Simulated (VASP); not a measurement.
# BaSi3 (Pm-3m) in VASP: single point with PBE

Aim: the single point of BaSi3 with PBE.

All numbers are computed with VASP 6.6.1; they aren't measurements. Logs are shortened: lines on timing, memory, paths and dates and some standing lists are left out, and cuts for length are marked.

**1. The cell of the first run**

The structure is cubic, space group Pm-3m (No. 221). Conventional cell: a = 4.487 Å, b = 4.487 Å, c = 4.487 Å, α = 90.00°, β = 90.00°, γ = 90.00°. Within 4.2 Å of Ba (site symmetry m-3m) lie 12 Si at 3.17 Å. Si (site symmetry 4/mmm) has 4 Ba at 3.17 Å and 8 Si at 3.17 Å within 4.2 Å. Si (site symmetry 4/mmm) has 4 Ba at 3.17 Å and 8 Si at 3.17 Å within 4.2 Å.

**2. Single point, PBE**

Input file INCAR:

```
PREC = Accurate
ENCUT = 520
EDIFF = 1E-7
ISMEAR = 0
SIGMA = 0.05
LREAL = False
LASPH = True
NELM = 80
ALGO = Normal
ISIF = 2
LWAVE = False
LCHARG = False
GGA = PE
NBANDS = 32
```

Input file KPOINTS:

```
regular mesh
0
Gamma
  6 6 3
```

Input file POSCAR:

```
BaSi3
1.0
    4.4872196948      0.0000000000      0.0000000000
    0.0000000000      4.4872196948      0.0000000000
    0.0000000000      0.0000000000      8.9744393896
Ba Si
2 6
Direct
    0.0000000000      0.0000000000      0.0000000000
    0.0000000000      0.0000000000      0.5000000000
    0.0000000000      0.5000000000      0.2500000000
    0.5000000000      0.5000000000      0.0000000000
    0.5000000000      0.0000000000      0.2500000000
    0.0000000000      0.5000000000      0.7500000000
    0.5000000000      0.5000000000      0.5000000000
    0.5000000000      0.0000000000      0.7500000000
```

Potentials or basis: VASP PAW PBE potentials, release 64 (Ba_sv, Si).

On the command line:

```
$ cat potpaw_PBE.64/Ba_sv/POTCAR potpaw_PBE.64/Si/POTCAR > POTCAR
$ mpirun -np 1 vasp_std > vasp.out
```

OUTCAR:

```text
PREC = Accurate
   ENCUT = 520
   EDIFF = 1E-7
   ISMEAR = 0
   LREAL = False
   LASPH = True
   NELM = 80
   ISIF = 2
   GGA = PE

 ion  position               nearest neighbor table
   1  0.000  0.000  0.000-   3 3.17   4 3.17   5 3.17   6 3.17   8 3.17   3 3.17   4 3.17   6 3.17
                             4 3.17   5 3.17   8 3.17   4 3.17   2 4.49   2 4.49
   2  0.000  0.000  0.500-   3 3.17   5 3.17   6 3.17   7 3.17   8 3.17   3 3.17   6 3.17   7 3.17
                             5 3.17   7 3.17   8 3.17   7 3.17   1 4.49   1 4.49
   3  0.000  0.500  0.250-   1 3.17   2 3.17   1 3.17   2 3.17
   4  0.500  0.500  0.000-   1 3.17   1 3.17   1 3.17   1 3.17
   5  0.500  0.000  0.250-   1 3.17   2 3.17   1 3.17   2 3.17
   6  0.000  0.500  0.750-   1 3.17   2 3.17   1 3.17   2 3.17
   7  0.500  0.500  0.500-   2 3.17   2 3.17   2 3.17   2 3.17
   8  0.500  0.000  0.750-   1 3.17   2 3.17   1 3.17   2 3.17

  LATTYP: Found a simple tetragonal cell.
 ALAT       =     4.4872196948
 C/A-ratio  =     2.0000000000

  Lattice vectors:

 A1 = (   4.4872196948,   0.0000000000,   0.0000000000)
 A2 = (   0.0000000000,   4.4872196948,   0.0000000000)
 A3 = (   0.0000000000,   0.0000000000,   8.9744393896)

Analysis of symmetry for initial positions (statically):
=====================================================================
 Subroutine PRICEL returns following result:

  LATTYP: Found a simple cubic cell.
 ALAT       =     4.4872196948

  Lattice vectors:

 A1 = (   4.4872196948,   0.0000000000,   0.0000000000)
 A2 = (   0.0000000000,   4.4872196948,   0.0000000000)
 A3 = (   0.0000000000,   0.0000000000,   4.4872196948)

   2 primitive cells build up your supercell.

 Routine SETGRP: Setting up the symmetry group for a
 simple tetragonal supercell.

 Subroutine GETGRP returns: Found 16 space group operations
 (whereof 16 operations were pure point group operations)
 out of a pool of 16 trial point group operations.

The static configuration has the point symmetry D_4h.

Analysis of symmetry for dynamics (positions and initial velocities):
=====================================================================
 Subroutine PRICEL returns following result:

  LATTYP: Found a simple cubic cell.
 ALAT       =     4.4872196948

  Lattice vectors:

 A1 = (   4.4872196948,   0.0000000000,   0.0000000000)
 A2 = (   0.0000000000,   4.4872196948,   0.0000000000)
 A3 = (   0.0000000000,   0.0000000000,   4.4872196948)

   2 primitive cells build up your supercell.

 Routine SETGRP: Setting up the symmetry group for a
 simple tetragonal supercell.

 Subroutine GETGRP returns: Found 16 space group operations
 (whereof 16 operations were pure point group operations)
 out of a pool of 16 trial point group operations.

The dynamic configuration has the point symmetry D_4h.

 Subroutine INISYM returns: Found 16 space group operations
 (whereof 16 operations are pure point group operations),
 and found     2 'primitive' translations

----------------------------------------------------------------------------------------

                                     Primitive cell

  volume of cell :      90.3508

  direct lattice vectors                    reciprocal lattice vectors
     4.487219695  0.000000000  0.000000000     0.222855146  0.000000000  0.000000000
     0.000000000  4.487219695  0.000000000     0.000000000  0.222855146  0.000000000
     0.000000000  0.000000000  4.487219695     0.000000000  0.000000000  0.222855146

  length of vectors
     4.487219695  4.487219695  4.487219695     0.222855146  0.222855146  0.222855146

  position of ions in fractional coordinates (direct lattice)
     0.000000000  0.000000000  0.000000000
     0.000000000  0.500000000  0.500000000
     0.500000000  0.500000000  0.000000000
     0.500000000  0.000000000  0.500000000

  ion indices of the primitive-cell ions
   primitive index   ion index
                 1           1
                 2           3
                 3           4
                 4           5

----------------------------------------------------------------------------------------

 KPOINTS: regular mesh

Automatic generation of k-mesh.
 Grid dimensions read from file:
 generate k-points for:    6    6    3

 Generating k-lattice:

  Cartesian coordinates                     Fractional coordinates (reciprocal lattice)
     0.037142524  0.000000000  0.000000000     0.166666667  0.000000000  0.000000000
     0.000000000  0.037142524  0.000000000     0.000000000  0.166666667  0.000000000
     0.000000000  0.000000000  0.037142524     0.000000000  0.000000000  0.333333333

  Length of vectors
     0.037142524  0.037142524  0.037142524

  Shift w.r.t. Gamma in fractional coordinates (k-lattice)
     0.000000000  0.000000000  0.000000000

 Subroutine IBZKPT returns following result:
 ===========================================

 Found     20 irreducible k-points:

 Following reciprocal coordinates:
            Coordinates               Weight
  0.000000  0.000000  0.000000      1.000000
  0.166667  0.000000  0.000000      4.000000
  0.333333  0.000000  0.000000      4.000000
  0.500000  0.000000  0.000000      2.000000
  0.166667  0.166667  0.000000      4.000000
  0.333333  0.166667  0.000000      8.000000
[... 12 lines left out ...]
  0.500000  0.333333  0.333333      8.000000
  0.500000  0.500000  0.333333      2.000000
   k-points           NKPTS =     20   k-points in BZ     NKDIM =     20   number of bands    NBANDS=     32
   number of dos      NEDOS =    301   number of ions     NIONS =      8
   total plane-waves  NPLWV =  90720
   dimension x,y,z NGX =    36 NGY =   36 NGZ =   70
   dimension x,y,z NGXF=    72 NGYF=   72 NGZF=  140
   ions per type =               2   6
   NGX,Y,Z   is equivalent  to a cutoff of  13.34, 13.34, 12.97 a.u.
   NGXF,Y,Z  is equivalent  to a cutoff of  26.68, 26.68, 25.93 a.u.
 SYSTEM =  unknown system
   PREC   = accura    normal or accurate (medium, high low for compatibility)
   ISTART =      0    job   : 0-new  1-cont  2-samecut
   ICHARG =      2    charge: 1-file 2-atom 10-const
   ISPIN  =      1    spin polarized calculation?
   LNONCOLLINEAR =      F non collinear calculations
   LSORBIT =      F    spin-orbit coupling
   LASPH  =      T    aspherical Exc in radial PAW
   ENCUT  =  520.0 eV  38.22 Ry    6.18 a.u.   8.34  8.34 16.69*2*pi/ulx,y,z
   NELM   =     80;   NELMIN=  2; NELMDL= -5     # of ELM steps
   EDIFF  = 0.1E-06   stopping-criterion for ELM
   LREAL  =      F    real-space projection
   EDIFFG = 0.1E-05   stopping-criterion for IOM
   NSW    =      0    number of steps for IOM
   IBRION =     -1    ionic relax: 0-MD 1-quasi-New 2-CG
   NFREE  =      0    steps in history (QN), initial steepest desc. (CG)
   ISIF   =      2    stress and relaxation
   ISYM   =      2    0-nonsym 1-usesym 2-fastsym
   POTIM  = 0.5000    time-step for ionic-motion
   TEBEG  =    0.0;   TEEND  =   0.0 temperature during run
   PSTRESS=    0.0 pullay stress
   NELECT =      44.0000    total number of electrons
   NUPDOWN=      -1.0000    fix difference up-down
   EMIN   =  10.00;   EMAX   =-10.00  energy-range for DOS
   EFERMI =   0.00;   METHOD = LEGACY
   ISMEAR =     0;   SIGMA  =   0.05  broadening in eV -4-tet -1-fermi 0-gaus
   EFERMI_NEDOS =   21; number of points for ismear=-14 and -15
   IALGO  =     38    algorithm
   IMIX   =      4    mixing-type and parameters
     AMIX     =   0.40;   BMIX     =  1.00
     AMIX_MAG =   1.60;   BMIX_MAG =  1.00
  volume/ion in A,a.u.               =      22.59       152.43
  Fermi-wavevector in a.u.,A,eV,Ry     =   1.022284  1.931837 14.218977  1.045065
  Thomas-Fermi vector in A             =   2.155955
   LORBIT       =      0    0 simple, 1 ext, 2 COOP (PROOUT), +10 PAW based schemes
   GGA     = PE    functional components
   LHFCALC =     F    Hartree Fock is set to
   AEXX    =    0.0000 exact exchange contribution
   IVDW    =     0    specifies the selected vdW correction
   LEPSILON=     F    determine dielectric tensor
   LRPA    =     F    only Hartree local field effects (RPA)
 non-spin polarized calculation
 Gauss-broadening in eV      SIGMA  =   0.05
  energy-cutoff  :      520.00
  volume of cell :      180.70
 maximum number of plane-waves:      4904
 NGX is ok and might be reduce to    36
   NGX = 17   NGY = 17   NGZ = 33

 number of electron      44.0000000 magnetization

 Free energy of the ion-electron system (eV)
  ---------------------------------------------------
  ext. energy  EPLUGINS =         0.00000000
  ---------------------------------------------------
  free energy    TOTEN  =       -33.06886678 eV

  energy without entropy =      -33.05844659  energy(sigma->0) =      -33.06365669

 E-fermi :   5.2582     XC(G=0):  -9.9821

 val. band max:        5.2379986251   @ k =   0.1667   0.0000   0.0000
 cond. band min:       5.5087849243   @ k =   0.3333   0.1667   0.0000
 fundamental gap:      0.2707862992
 Fermi energy:         5.2582408724

 k-point     1 :       0.0000    0.0000    0.0000
  band No.  band energies     occupation
      1     -21.2057      2.00000
      2     -21.1809      2.00000
      3      -7.5446      2.00000
      4      -6.7047      2.00000
      5      -6.7047      2.00000
      6      -6.7047      2.00000
[... 24 lines left out ...]
     31       8.4304      0.00000
     32       8.5306      0.00000

 k-point     2 :       0.1667    0.0000    0.0000
  band No.  band energies     occupation
      1     -21.1996      2.00000
      2     -21.1753      2.00000
      3      -7.4807      2.00000
      4      -6.9722      2.00000
      5      -6.8086      2.00000
      6      -6.6852      2.00000
[... 24 lines left out ...]
     31       8.7022      0.00000
     32       9.0778      0.00000
[... 593 lines left out ...]
     31       9.6693      0.00000
     32       9.7315      0.00000

 k-point    20 :       0.5000    0.5000    0.3333
  band No.  band energies     occupation
      1     -21.1531      2.00000
      2     -21.1428      2.00000
      3      -7.2156      2.00000
      4      -7.2156      2.00000
      5      -7.1062      2.00000
      6      -7.1062      2.00000
[... 24 lines left out ...]
     31      10.1244      0.00000
     32      10.1594      0.00000

------------------------ aborting loop because EDIFF is reached ----------------------------------------

  FORCE on cell =-STRESS in cart. coord.  units (eV):
  Direction    XX          YY          ZZ          XY          YZ          ZX
  --------------------------------------------------------------------------------------
  -------------------------------------------------------------------------------------
  Total        0.8983446      0.8983446      0.8985126      0.0000000      0.0000000      0.0000000
  in kB        7.9651054      7.9651054      7.9665956      0.0000000      0.0000000      0.0000000
  external PRESSURE =       7.9656021 kB  Pullay stress =       0.0000000 kB

 VOLUME and BASIS-vectors are now :
 -----------------------------------------------------------------------------
  energy-cutoff  :      520.00
  volume of cell :      180.70
      direct lattice vectors                 reciprocal lattice vectors
     4.487219695  0.000000000  0.000000000     0.222855146  0.000000000  0.000000000
     0.000000000  4.487219695  0.000000000     0.000000000  0.222855146  0.000000000
     0.000000000  0.000000000  8.974439390     0.000000000  0.000000000  0.111427573

 POSITION                                       TOTAL-FORCE (eV/Angst)
 -----------------------------------------------------------------------------------
      0.00000      0.00000      0.00000         0.000000      0.000000      0.000000
      0.00000      0.00000      4.48722         0.000000      0.000000      0.000000
      0.00000      2.24361      2.24361         0.000000     -0.000000      0.000000
      2.24361      2.24361      0.00000         0.000000      0.000000      0.000000
      2.24361      0.00000      2.24361        -0.000000      0.000000      0.000000
      0.00000      2.24361      6.73083         0.000000     -0.000000     -0.000000
      2.24361      2.24361      4.48722        -0.000000      0.000000     -0.000000
      2.24361      0.00000      6.73083        -0.000000      0.000000     -0.000000
 -----------------------------------------------------------------------------------
    total drift:                               -0.000000     -0.000000      0.000000

  FREE ENERGIE OF THE ION-ELECTRON SYSTEM (eV)
  ---------------------------------------------------
  free  energy   TOTEN  =       -33.0688667801 eV

  energy  without entropy=      -33.0584465910  energy(sigma->0) =      -33.06365669
```

Wall time 1.7 min (1 thread of Intel Xeon Platinum 8259CL at 2.50GHz (Skylake/Cascade Lake), shared host); peak memory 0.33 GiB.

What came out:

```
Free energy            : -33.0689 eV
Pressure               : 0.8 GPa
Band gap on the k mesh : zero (bands 22 and 23 overlap by 0.86 eV)
```

Levels at points of the mesh, in eV from the Fermi level:
```
           k point  band 18  band 19  band 20  band 21  band 22  band 23  band 24  band 25  band 26  band 27
(0.00, 0.00, 0.00)    -1.79    -1.79    -1.57     0.57     0.57     1.07     1.18     1.73     1.73     1.73
(0.50, 0.00, 0.00)    -1.57    -1.07    -1.07    -0.55    -0.10     0.57     0.57     1.07     1.18     1.32
(0.50, 0.50, 0.00)    -1.34    -1.34    -1.07    -1.07    -0.55    -0.10     1.32     1.32     3.68     4.39
```

Caveat: spin-orbit coupling is left out, which moves the levels of the heavy elements.
